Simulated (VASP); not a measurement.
Write the native input for VASP 6.6.1 that does the following.

- Task: single point
- Functional: PBEsol
- Potentials or basis: VASP PAW PBE potentials, release 64 (Ag, Cl)
- Cutoff: 520 eV
- k mesh: 9 × 9 × 9
- Occupations: fermi-dirac, width 0.01 eV
- Spin: no spin polarisation
- Dipole correction: no
- Further INCAR settings: ALGO = Normal; EDIFF = 1e-07; NBANDS = 16

The structure of AgCl lies in POSCAR:

```
AgCl
1.0
    3.4339730000      0.0515095950      0.0515095950
    0.0515095950      3.4339730000      0.0515095950
    0.0515095950      0.0515095950      3.4339730000
Ag Cl
1 1
Direct
    0.0000000000      0.0000000000      0.0000000000
    0.5000000000      0.5000000000      0.5000000000
```

This cell differs from its parent crystal: equal xy, yz and zx shear strains of +3 %.

One way to write it, as run:

INCAR

```
SYSTEM = AgCl
PREC = Accurate
ENCUT = 520
EDIFF = 1E-7
ISMEAR = -1
SIGMA = 0.01
LREAL = .False.
LASPH = .True.
NELM = 60
ALGO = Normal
ISIF = 2
LWAVE = .False.
LCHARG = .False.
GGA = PS
NBANDS = 16
```

KPOINTS

```
regular mesh
0
Gamma
  9 9 9
  0 0 0
```

Potentials or basis: VASP PAW PBE potentials, release 64 (Ag, Cl).

Command:

```sh
$ cat potpaw_PBE.64/Ag/POTCAR potpaw_PBE.64/Cl/POTCAR > POTCAR
$ mpirun -np 1 vasp_std > vasp.out
```

It gave:

| Item | Value |
| --- | --- |
| Pressure | -4.6 GPa |
| Band gap on the k mesh | 0.37 eV, indirect (least direct gap 1.83 eV) |

Caveat: the cell differs from its parent crystal (equal xy, yz and zx shear strains of +3 %); the PAW data sets were made with another functional, which shifts forces and pressure a little.

It took 37 s on 1 thread of Intel Xeon 6975P-C, with other jobs on the host, peak memory 0.19 GiB.
